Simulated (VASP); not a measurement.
Write the native input for VASP 6.6.1 that does the following.

| Item | Value |
| --- | --- |
| Task | single point |
| Functional | PBEsol |
| Potentials or basis | VASP PAW PBE potentials, release 64 (Ti_sv, Co) |
| Cutoff | 520 eV |
| k mesh | 12 × 12 × 12 |
| Occupations | gaussian, width 0.15 eV |
| Spin | collinear spin, ferromagnetic start |
| Starting moments | [0.3, 0.66, 0.66, 0.66] μB |
| Fixed moment | 2.28 μB |
| Dipole correction | no |
| Further INCAR settings | ALGO = Normal; EDIFF = 1e-07; NBANDS = 32 |

The structure of TiCo3 lies in POSCAR:

```
TiCo3
1.0
    3.3744333754      0.0000000000      0.0000000000
    0.0000000000      3.3744333754      0.0000000000
    0.0000000000      0.0000000000      3.3744333754
Ti Co
1 3
Direct
    0.0000000000      0.0000000000      0.0000000000
    0.0000000000      0.5000000000      0.5000000000
    0.5000000000      0.0000000000      0.5000000000
    0.5000000000      0.5000000000      0.0000000000
```

These files were run (other wordings do the same):

INCAR

```
SYSTEM = TiCo3
PREC = Accurate
ENCUT = 520
EDIFF = 1E-7
ISMEAR = 0
SIGMA = 0.15
LREAL = .False.
LASPH = .True.
NELM = 150
ALGO = Normal
ISIF = 2
LWAVE = .False.
LCHARG = .False.
ISPIN = 2
MAGMOM = 0.3 0.66 0.66 0.66
LORBIT = 11
NUPDOWN = 2.28
LMAXMIX = 4
GGA = PS
NBANDS = 32
```

KPOINTS

```
regular mesh
0
Gamma
  12 12 12
  0 0 0
```

Potentials or basis: VASP PAW PBE potentials, release 64 (Ti_sv, Co).

The run is started by

```sh
$ cat potpaw_PBE.64/Ti_sv/POTCAR potpaw_PBE.64/Co/POTCAR > POTCAR
$ mpirun -np 1 vasp_std > vasp.out
```

Results of the run:

```json
{
  "Pressure": "46.2 GPa",
  "Net moment": "2.28 μB per cell",
  "Site moments": "Ti -0.19; Co +0.82 μB",
  "Valence electrons inside the program's atomic spheres": "Ti 10.79; Co 8.74"
}
```

Caveat: the cell stands under pressure; the PAW data sets were made with another functional, which shifts forces and pressure a little; the total moment is fixed, so each spin has its own Fermi level and the state may be an excited one.

Wall time 5.1 min on 1 thread of Oxide Virtual Turin-like Processor, on a shared host, peak memory 0.24 GiB.
